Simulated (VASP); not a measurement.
## Zn: single point with PBE

System: Zn, a slab with vacuum.

```
Zn
1.0
     2.63541    0.00000    0.00000
     0.00000    5.09185    0.00000
     0.00000    0.00000   24.89012
Zn
10
Direct
  0.00000 0.75000 0.30132
  0.50000 0.25000 0.33189
  0.50000 0.75000 0.39302
  0.00000 0.25000 0.42359
  0.00000 0.75000 0.48472
  0.50000 0.25000 0.51528
  0.50000 0.75000 0.57641
  0.00000 0.25000 0.60698
  0.00000 0.75000 0.66811
  0.50000 0.25000 0.69868
```

```json
{
 "Program": "VASP 6.6.1",
 "Task": "single point",
 "Functional": "PBE",
 "Potentials or basis": "VASP PAW PBE potentials, release 64 (Zn)",
 "Cutoff": "520 eV",
 "k mesh": "13 × 7 × 1",
 "Occupations": "gaussian, width 0.1 eV",
 "Spin": "no spin polarisation",
 "Dipole correction": "yes",
 "Further INCAR settings": "ALGO = Normal; EDIFF = 1e-06; NBANDS = 71"
}
```

| Item | Value |
| --- | --- |
| Largest force | 0.515 eV/Å |
| Band gap on the k mesh | zero (bands 60 and 61 overlap by 2.31 eV) |

Forces on the atoms (eV/Å):
```
Zn   0.000  0.000 -0.050
Zn   0.000  0.000 -0.515
Zn   0.000  0.000  0.306
Zn   0.000  0.000 -0.005
Zn   0.000  0.000  0.118
Zn   0.000  0.000 -0.118
Zn   0.000  0.000  0.005
Zn   0.000  0.000 -0.306
Zn   0.000  0.000  0.515
Zn   0.000  0.000  0.050
```

Levels at points of the mesh, in eV from the Fermi level:
```tsv
k point	band 56	band 57	band 58	band 59	band 60	band 61	band 62	band 63	band 64	band 65
(0.00, 0.00, 0.00)	-3.26	-3.20	-2.62	-2.27	-2.08	-1.34	-0.88	-0.10	0.58	0.78
```

Wall time 16 min on 1 thread of Intel(R) Xeon(R) Platinum 8259CL CPU @ 2.50GHz (Skylake/Cascade Lake) (shared host), peak memory 0.65 GiB.
